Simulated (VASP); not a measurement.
Runs of VASP 6.6.1 on Ge. The structure is that of space group Fm-3m (No. 225), or close to it. The cells are those of the table. 

```csv
spin,cell,k mesh,gap on the mesh (eV),pressure (GPa)
"non-collinear, zero start, SOC","a = 3.024 Å, angles 60.0°, 1 atom",13 × 13 × 13,-,-0.1
off,"a = 2.983 Å, angles 60.0°, 1 atom",14 × 14 × 14,none,3.1
off,"a = 2.898 Å, angles 60.0°, 1 atom",14 × 14 × 14,none,10.6
off,"a = 2.941 Å, angles 60.0°, 1 atom",14 × 14 × 14,none,6.5
off,"a = 3.024 Å, angles 60.0°, 1 atom",14 × 14 × 14,none,(a)
off,"a = 3.024 Å, angles 60.0°, 1 atom",13 × 13 × 13,none,-0.1
off,"a = 3.103 Å, angles 60.0°, 1 atom",14 × 14 × 14,none,-4.0
off,"a = 3.024 Å, angles 60.0°, 1 atom",21 × 21 × 21,none,(b)
```

Alike in all rows: task single point; level PBE; potentials or basis VASP PAW PBE potentials, release 64 (Ge_d); cutoff (eV) 520; smearing fermi-dirac 0.1 eV.

Problem. Fill in the values left out.

Solution. (a) 0.2; (b) 0.1.

A k mesh can miss the band edges, and rows without SOC leave out spin-orbit coupling on Ge.

A gap of «none» marks levels without a gap at the run's occupations.
